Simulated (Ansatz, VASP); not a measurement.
**Rh in VASP and in Ansatz**

```
Rh
1.0
     1.76741    1.02042    1.44206
    -1.76741    1.02042    1.44206
     0.00000   -2.04083    1.44206
Rh
1
Direct
  0.50000 0.50000 0.50000
```

Alike in both runs: functional PBEsol; k mesh 21 × 21 × 21; occupations gaussian, width 0.1 eV; no spin polarisation.

Ansatz relaxed the structure, and its values are those at the end. VASP's run is a single point on that final structure, the one shown.

```csv
,VASP,Ansatz
version,VASP 6.6.1,Ansatz 0.2.0
potentials or method,"VASP PAW PBE potentials, release 64 (Rh_pv), cutoff 520 eV","scalar-relativistic, plane waves, PAW"
valence electrons in the cell,15,17
```

```csv
,VASP,Ansatz,Ansatz less VASP
gap on the k mesh at the Fermi level (eV),none,none,-
pressure (GPa),0.0,0.0,+0.04
```

VASP's potentials were made for PBE, not for PBEsol. A gap of «none» marks a metal or a gap that the smearing closes. VASP's potentials hold 15 valence electrons a cell and Ansatz's 17, so a difference there can come from the potentials and not from the codes.
